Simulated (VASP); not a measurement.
# Al2BAs2 (I4/mmm) in VASP: further runs

The runs below take Al2BAs2 through single point, with PBE.

All numbers are computed with VASP 6.6.1; they aren't measurements. Logs are shortened: lines on timing, memory, paths and dates and some standing lists are left out, and cuts for length are marked.

### Step 1. The cell of the first run

The structure is tetragonal, space group I4/mmm (No. 139). The conventional cell has a = 4.177 Å, b = 4.177 Å, c = 10.386 Å, α = 90.00°, β = 90.00°, γ = 90.00°. Al (site symmetry 4mm) has 1 Al at 2.44 Å and 4 As at 2.50 Å and 4 B at 3.20 Å within 3.2 Å. B (site symmetry 4/mmm) has 10 Al at 3.20 to 3.97 Å and 8 As at 3.33 Å and 4 B at 4.18 Å within 4.2 Å. As (site symmetry -4m2) has 4 Al at 2.50 Å and 4 As at 2.95 Å and 4 B at 3.33 Å within 3.4 Å.

The cell was built from a structure type or drawn by symmetry, and may not be a known phase.

### Step 2. Single point, PBE

INCAR reads:

```
SYSTEM = Al2BAs2
PREC = Accurate
ENCUT = 520
EDIFF = 1E-6
ISMEAR = 0
SIGMA = 0.1
LREAL = .False.
LASPH = .True.
NELM = 100
ALGO = Normal
ISIF = 2
LWAVE = .False.
LCHARG = .False.
GGA = PE
NBANDS = 18
```

KPOINTS reads:

```
Automatic mesh
0
Gamma
  6 6 6
  0 0 0
```

POSCAR reads:

```
Al2BAs2
1.0
   -2.0887495700      2.0887495700      5.1931317000
    2.0887495700     -2.0887495700      5.1931317000
    2.0887495700      2.0887495700     -5.1931317000
Al B As
2 1 2
Direct
    0.3825937200      0.3825937200      0.0000000000
    0.6174062800      0.6174062800      0.0000000000
    0.0000000000      0.0000000000      0.0000000000
    0.2500000000      0.7500000000      0.5000000000
    0.7500000000      0.2500000000      0.5000000000
```

Potentials or basis: VASP PAW PBE potentials, release 64 (Al, B, As).

On the command line:

```sh
cat potpaw_PBE.64/Al/POTCAR potpaw_PBE.64/B/POTCAR potpaw_PBE.64/As/POTCAR > POTCAR
mpirun -np 1 vasp_std > vasp.out
```

OUTCAR:

```text
SYSTEM = Al2BAs2
   PREC = Accurate
   ENCUT = 520
   EDIFF = 1E-6
   ISMEAR = 0
   LREAL = .False.
   LASPH = .True.
   NELM = 100
   ISIF = 2
   GGA = PE

 ion  position               nearest neighbor table
   1  0.383  0.383  0.000-   2 2.44   4 2.50   5 2.50   4 2.50   5 2.50
   2  0.617  0.617  0.000-   1 2.44   5 2.50   4 2.50   4 2.50   5 2.50
   3  0.000  0.000  0.000-
   4  0.250  0.750  0.500-   1 2.50   2 2.50   1 2.50   2 2.50
   5  0.750  0.250  0.500-   1 2.50   2 2.50   1 2.50   2 2.50

  LATTYP: Found a body centered tetragonal cell.
 ALAT       =     4.1774991400
 C/A-ratio  =     2.4862395064

  Lattice vectors:

 A1 = (  -2.0887495700,   2.0887495700,   5.1931317000)
 A2 = (   2.0887495700,  -2.0887495700,   5.1931317000)
 A3 = (   2.0887495700,   2.0887495700,  -5.1931317000)

Analysis of symmetry for initial positions (statically):
=====================================================================
 Subroutine PRICEL returns:
 Original cell was already a primitive cell.

 Routine SETGRP: Setting up the symmetry group for a
 body centered tetragonal supercell.

 Subroutine GETGRP returns: Found 16 space group operations
 (whereof 16 operations were pure point group operations)
 out of a pool of 16 trial point group operations.

The static configuration has the point symmetry D_4h.

Analysis of symmetry for dynamics (positions and initial velocities):
=====================================================================
 Subroutine PRICEL returns:
 Original cell was already a primitive cell.

 Routine SETGRP: Setting up the symmetry group for a
 body centered tetragonal supercell.

 Subroutine GETGRP returns: Found 16 space group operations
 (whereof 16 operations were pure point group operations)
 out of a pool of 16 trial point group operations.

The dynamic configuration has the point symmetry D_4h.

 Subroutine INISYM returns: Found 16 space group operations
 (whereof 16 operations are pure point group operations),
 and found     1 'primitive' translations

----------------------------------------------------------------------------------------

                                     Primitive cell

  volume of cell :      90.6279

  direct lattice vectors                    reciprocal lattice vectors
    -2.088749570  2.088749570  5.193131700     0.000000000  0.239377667  0.096281017
[... 95 lines left out ...]
   NSW    =      0    number of steps for IOM
   IBRION =     -1    ionic relax: 0-MD 1-quasi-New 2-CG
   NFREE  =      0    steps in history (QN), initial steepest desc. (CG)
   ISIF   =      2    stress and relaxation
   ISYM   =      2    0-nonsym 1-usesym 2-fastsym
   POTIM  = 0.5000    time-step for ionic-motion
   TEBEG  =    0.0;   TEEND  =   0.0 temperature during run
   PSTRESS=    0.0 pullay stress
   NELECT =      19.0000    total number of electrons
   NUPDOWN=      -1.0000    fix difference up-down
   EMIN   =  10.00;   EMAX   =-10.00  energy-range for DOS
   EFERMI =   0.00;   METHOD = LEGACY
   ISMEAR =     0;   SIGMA  =   0.10  broadening in eV -4-tet -1-fermi 0-gaus
   EFERMI_NEDOS =   21; number of points for ismear=-14 and -15
   IALGO  =     38    algorithm
   IMIX   =      4    mixing-type and parameters
     AMIX     =   0.40;   BMIX     =  1.00
     AMIX_MAG =   1.60;   BMIX_MAG =  1.00
  volume/ion in A,a.u.               =      18.13       122.32
  Fermi-wavevector in a.u.,A,eV,Ry     =   0.972535  1.837825 12.868727  0.945825
  Thomas-Fermi vector in A             =   2.102842
   LORBIT       =      0    0 simple, 1 ext, 2 COOP (PROOUT), +10 PAW based schemes
   GGA     = PE    functional components
   LHFCALC =     F    Hartree Fock is set to
   AEXX    =    0.0000 exact exchange contribution
   IVDW    =     0    specifies the selected vdW correction
   LEPSILON=     F    determine dielectric tensor
   LRPA    =     F    only Hartree local field effects (RPA)
 non-spin polarized calculation
 Gauss-broadening in eV      SIGMA  =   0.10
  energy-cutoff  :      520.00
  volume of cell :       90.63
 maximum number of plane-waves:      2458
 NGX is ok and might be reduce to    48
   NGX = 23   NGY = 23   NGZ = 23

 number of electron      19.0000000 magnetization

 Free energy of the ion-electron system (eV)
  ---------------------------------------------------
  ext. energy  EPLUGINS =         0.00000000
  ---------------------------------------------------
  free energy    TOTEN  =       -18.68676074 eV

  energy without entropy =      -18.67064577  energy(sigma->0) =      -18.67870325

 E-fermi :   5.7204     XC(G=0):  -9.9153

 val. band max:        5.7143507515   @ k =  -0.3333   0.5000   0.3333
 cond. band min:       5.7380850838   @ k =   0.1667  -0.0000   0.0000
 fundamental gap:      0.0237343324
 Fermi energy:         5.7203651461

 k-point     1 :       0.0000    0.0000    0.0000
  band No.  band energies     occupation
      1      -8.5364      2.00000
      2      -3.1275      2.00000
      3      -0.8319      2.00000
      4      -0.5941      2.00000
      5       0.7047      2.00000
      6       0.7047      2.00000
[... 481 lines left out ...]
      5       0.8291      2.00000
      6       1.9241      2.00000
[... 10 lines left out ...]
     17      11.0070      0.00000
     18      11.5332      0.00000

 [... further k-points ...]

------------------------ aborting loop because EDIFF is reached ----------------------------------------

  FORCE on cell =-STRESS in cart. coord.  units (eV):
  Direction    XX          YY          ZZ          XY          YZ          ZX
  --------------------------------------------------------------------------------------
  -------------------------------------------------------------------------------------
  Total        4.0767985      4.0767985      5.0100460      0.0000000     -0.0000000      0.0000000
  in kB       72.0721962     72.0721962     88.5707297      0.0000000     -0.0000000      0.0000000
  external PRESSURE =      77.5717073 kB  Pullay stress =       0.0000000 kB

 VOLUME and BASIS-vectors are now :
 -----------------------------------------------------------------------------
  energy-cutoff  :      520.00
  volume of cell :       90.63
      direct lattice vectors                 reciprocal lattice vectors
    -2.088749570  2.088749570  5.193131700     0.000000000  0.239377667  0.096281017
     2.088749570 -2.088749570  5.193131700     0.239377667  0.000000000  0.096281017
     2.088749570  2.088749570 -5.193131700     0.239377667  0.239377667  0.000000000

 POSITION                                       TOTAL-FORCE (eV/Angst)
 -----------------------------------------------------------------------------------
      0.00000      0.00000      3.97372        -0.000000     -0.000000      0.775715
      0.00000      0.00000      6.41254         0.000000      0.000000     -0.775715
      0.00000      0.00000      0.00000         0.000000      0.000000     -0.000000
      2.08875      0.00000      2.59657         0.000000      0.000000     -0.000000
      0.00000      2.08875      2.59657         0.000000      0.000000      0.000000
 -----------------------------------------------------------------------------------
    total drift:                               -0.000000     -0.000000      0.000000

  FREE ENERGIE OF THE ION-ELECTRON SYSTEM (eV)
  ---------------------------------------------------
  free  energy   TOTEN  =       -18.6867607358 eV

  energy  without entropy=      -18.6706457733  energy(sigma->0) =      -18.67870325
```

stdout:

```text
POSCAR found type information on POSCAR AlB As
 POSCAR found :  3 types and       5 ions
 scaLAPACK will be used
 LDA part: xc-table for (Slater+PW92), standard interpolation
 POSCAR, INCAR and KPOINTS ok, starting setup
 FFT: planning ... GRIDC
 FFT: planning ... GRID_SOFT
 FFT: planning ... GRID
 WAVECAR not read
 entering main loop
```

Run time: 64 s. Hardware: 1 thread of AMD EPYC 7R13 (Zen 3), shared host; peak memory 0.3 GiB.

Results:

```yaml
Free_energy: -18.6868 eV
Pressure: 7.8 GPa
Largest_force: 0.776 eV/Å
Band_gap_on_the_k_mesh: zero (an odd number of electrons rules out a gap without spin polarisation)
```

Forces in eV/Å, atoms in the order of the input:
```
Al   0.000  0.000  0.776
Al   0.000  0.000 -0.776
B    0.000  0.000  0.000
As   0.000  0.000  0.000
As   0.000  0.000  0.000
```

Caveat: the cell stands under pressure.

### Step 3. Single point, PBE

This run uses another cell than the first one, of 19.70 Å³/atom.

INCAR reads:

```
SYSTEM = Al2BAs2
ALGO     = Normal         ! electronic algorithm
EDIFF    = 1E-7           ! SCF threshold, eV
ENCUT    = 520            ! plane-wave cutoff, eV
GGA      = PE             ! functional
ISIF     = 2              ! what is computed and relaxed
ISMEAR   = 0              ! smearing method
LASPH    = .TRUE.         ! aspherical terms in the spheres
LCHARG   = .TRUE.         ! write CHGCAR
LELF     = .TRUE.         ! ELF
LREAL    = .FALSE.        ! projectors in reciprocal space
LVHAR    = .TRUE.       
LWAVE    = .FALSE.        ! write WAVECAR
NBANDS   = 18             ! bands
NELM     = 100            ! most SCF steps
PREC     = Accurate       ! precision mode
SIGMA    = 0.1            ! smearing width, eV
```

KPOINTS reads:

```
k-points
0
G
  6 6 6
  0 0 0
```

POSCAR reads:

```
Al2BAs2
1.0
   -2.1071187615      2.1071187615      5.5465054184
    2.1071187615     -2.1071187615      5.5465054184
    2.1071187615      2.1071187615     -5.5465054184
Al B As
2 1 2
Direct
    0.3880956341      0.3880956341      0.0000000000
    0.6119043659      0.6119043659      0.0000000000
    0.0000000000      0.0000000000      0.0000000000
    0.2500000000      0.7500000000      0.5000000000
    0.7500000000      0.2500000000      0.5000000000
```

Potentials or basis: VASP PAW PBE potentials, release 64 (Al, B, As).

On the command line:

```sh
cat potpaw_PBE.64/Al/POTCAR potpaw_PBE.64/B/POTCAR potpaw_PBE.64/As/POTCAR > POTCAR
mpirun -np 1 vasp_std > vasp.out
```

Wall time 68 s (1 thread of AMD EPYC 7R13 (Zen 3), shared host); peak memory 0.31 GiB.

The run converged. Its results:

* Free energy: -18.9361 eV
* Pressure: 0.1 GPa
* Largest force: 0.039 eV/Å
* Band gap on the k mesh: zero (an odd number of electrons rules out a gap without spin polarisation)

Forces in eV/Å, atoms in the order of the input:
```
Al   0.000  0.000  0.039
Al   0.000  0.000 -0.039
B    0.000  0.000  0.000
As   0.000  0.000  0.000
As   0.000  0.000  0.000
```

Stress tensor (GPa, compression positive):
```
 0.13  0.00  0.00
 0.00  0.13  0.00
 0.00  0.00 -0.06
```

Levels at points of the mesh, in eV from the Fermi level:
```
           k point  band 7  band 8  band 9  band 10  band 11  band 12  band 13  band 14
(0.00, 0.00, 0.00)   -2.28   -0.81   -0.73    -0.73    -0.47     1.41     1.41     3.48
(0.50, 0.00, 0.00)   -2.64   -2.54   -2.27    -1.59     0.81     1.22     2.19     2.32
(0.50, 0.50, 0.00)   -3.29   -3.05   -1.64    -0.71     1.04     2.57     3.62     3.65
(0.50, 0.50, 0.50)   -1.31   -0.39   -0.34     0.48     0.48     1.05     1.05     1.41
```
